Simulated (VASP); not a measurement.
Set up this calculation in VASP 6.6.1, as the native input.

| Item | Value |
| --- | --- |
| Task | relaxation of cell and atoms |
| Functional | BLYP |
| Dispersion | D3(BJ) |
| Potentials or basis | VASP PAW PBE potentials, release 64 (W_sv, C) |
| Cutoff | 600 eV |
| k mesh | 10 × 10 × 6 |
| Occupations | fermi-dirac, width 0.05 eV |
| Spin | no spin polarisation |
| Dipole correction | no |
| Further INCAR settings | ALGO = Normal; EDIFF = 1e-06; IBRION = 2; EDIFFG = -0.01; NSW = 60; ISIF = 3 |

The structure of WC lies in POSCAR:

```
WC
1.0
    1.6403461100     -2.1180379000      0.0000000000
    1.6403461100      2.1180379000      0.0000000000
    0.0000000000      0.0000000000      4.3094211000
W C
1 1
Direct
    0.5000000000      0.5000000000      0.5000000000
    0.0000000000      0.0000000000      0.0000000000
```

One way to write it, as run:

INCAR

```
SYSTEM = WC
PREC = Accurate ; ENCUT = 600
EDIFF = 1E-6 ; ISMEAR = -1
SIGMA = 0.05 ; LREAL = .FALSE.
LASPH = .TRUE. ; NELM = 100
ALGO = Normal ; ISIF = 3
LWAVE = .FALSE. ; LCHARG = .FALSE.
GGA = B5 ; ALDAX = 1.0
AGGAX = 1.0 ; AGGAC = 1.0
ALDAC = 0.0 ; IVDW = 12
VDW_S6 = 1.0 ; VDW_S8 = 2.6996
VDW_A1 = 0.4298 ; VDW_A2 = 4.2359
IBRION = 2 ; NSW = 60
EDIFFG = -0.01
```

KPOINTS

```
Automatic mesh
0
G
  10 10 6
  0 0 0
```

Potentials or basis: VASP PAW PBE potentials, release 64 (W_sv, C).

Run with:

```console
$ cat potpaw_PBE.64/W_sv/POTCAR potpaw_PBE.64/C/POTCAR > POTCAR
$ mpirun -np 1 vasp_std > vasp.out
```

Results of the run:

```json
{
  "Relaxed volume": "11.69 Å³/atom",
  "Relaxed cell": "a = 3.011 Å, b = 3.011 Å, c = 3.022 Å, α = 90.00°, β = 90.00°, γ = 121.41°",
  "Space group after relaxing (to 0.1 Å)": "Cmmm (No. 65)",
  "Energy gained by relaxing": "1897.9 meV/atom",
  "Ionic steps": "21",
  "Pressure after relaxing": "0.0 GPa",
  "Band gap on the k mesh": "zero (bands 9 and 10 overlap by 3.29 eV)",
  "Dispersion energy per atom": "-0.953 eV"
}
```

Caveat: the volume moved by over 15 % at a fixed basis, so the end points are rough; the PAW data sets were made with another functional, which shifts forces and pressure a little; spin-orbit coupling is left out, which moves the levels of the heavy elements.

Wall time 16 min on 1 thread of Intel Xeon 8259CL, on a shared host, peak memory 0.23 GiB.
